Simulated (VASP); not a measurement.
CaMg: single point with LDA

CaMg:

```
CELL_PARAMETERS angstrom
3.31807 0.00000 0.00000
0.00000 3.31807 0.00000
0.00000 0.00000 4.38218
ATOMIC_POSITIONS crystal
Ca 0.00000 0.00000 0.00000
Mg 0.50000 0.50000 0.50000
```

```json
{
 "Program": "VASP 6.6.1",
 "Task": "single point",
 "Functional": "LDA",
 "Potentials or basis": "VASP PAW LDA potentials, release 64 (Ca_sv, Mg)",
 "Cutoff": "520 eV",
 "k mesh": "14 × 14 × 14",
 "Occupations": "gaussian, width 0.15 eV",
 "Spin": "no spin polarisation",
 "Dipole correction": "no",
 "Further INCAR settings": "ALGO = Fast; EDIFF = 1e-06; NBANDS = 13"
}
```

| Item | Value |
| --- | --- |
| Pressure | 6.6 GPa |
| Band gap on the k mesh | zero (bands 6 and 7 overlap by 1.23 eV) |

Stress tensor (GPa, compression positive):
```
7.29 0.00 0.00
0.00 7.29 0.00
0.00 0.00 5.34
```

Levels at points of the mesh, in eV from the Fermi level:
```
           k point  band 3  band 4  band 5  band 6  band 7  band 8  band 9  band 10
(0.00, 0.00, 0.00)  -21.65  -21.65   -5.80    0.07    1.08    1.81    4.31     4.31
(0.50, 0.00, 0.00)  -21.78  -21.62   -2.38   -2.37    0.70    1.71    3.46     4.73
(0.50, 0.50, 0.00)  -22.00  -21.73   -1.46    0.79    0.79    1.01    1.96     1.96
(0.00, 0.00, 0.50)  -21.65  -21.65   -4.08   -3.21    1.38    3.36    3.60     3.60
(0.50, 0.00, 0.50)  -21.81  -21.61   -2.36   -0.69    0.04    0.21    3.58     3.89
(0.50, 0.50, 0.50)  -21.99  -21.76   -0.74   -0.31   -0.31    2.70    3.30     3.97
```

Run time: 95 s on 1 thread of Intel(R) Xeon(R) 6975P-C (Granite Rapids), with other jobs on the host, peak memory 0.31 GiB.

Caveat: the cell stands under pressure.
